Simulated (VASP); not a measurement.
Here is a VASP 6.6.1 calculation.

Contents of INCAR:

```
PREC = Accurate
ENCUT = 600
EDIFF = 1E-6
ISMEAR = 0
SIGMA = 0.1
LREAL = F
LASPH = T
NELM = 80
ALGO = Fast
ISIF = 3
LWAVE = F
LCHARG = F
GGA = PS
IBRION = 2
NSW = 100
EDIFFG = -0.01
```

KPOINTS

```
regular mesh
0
Gamma
  20 20 20
```

File POSCAR:

```
Sn
1.0
   -2.9401404553      2.9401404553      1.5993019889
    2.9401404553     -2.9401404553      1.5993019889
    2.9401404553      2.9401404553     -1.5993019889
Sn
2
Direct
    0.7500000000      0.2500000000      0.5000000000
    0.0000000000      0.0000000000      0.0000000000
```

Potentials or basis: VASP PAW PBE potentials, release 64 (Sn_d).

Launch:

```sh
$ cat potpaw_PBE.64/Sn_d/POTCAR > POTCAR
$ mpirun -np 1 vasp_std > vasp.out
```

Question: Predict the relaxed volume.

Answer: 26.89 Å³/atom.

Question: Estimate the relaxed cell.

Answer: a = 4.420 Å, b = 4.420 Å, c = 4.420 Å, α = 97.31°, β = 97.31°, γ = 138.19°.

Question: What does it give for the space group after relaxing (to 0.1 Å)?

Answer: I4_1/amd (No. 141).

Question: Predict the band gap on the k mesh.

Answer: Zero (bands 14 and 15 overlap by 4.22 eV).

Step by step:
```tsv
step	energy change (eV)	largest force (eV/Å)	pressure (GPa)	volume (Å³)
1	0.0000	0.0000	-1.43	55.30
2	-0.0069	0.0000	0.44	53.35
3	-0.0074	0.0000	0.04	53.74
4	-0.0074	0.0000	-0.06	53.77
5	-0.0075	0.0000	-0.02	53.77
6	-0.0076	0.0000	-0.03	53.77
```

Caveat: the PAW data sets were made with another functional, which shifts forces and pressure a little; spin-orbit coupling is left out, which moves the levels of the heavy elements.
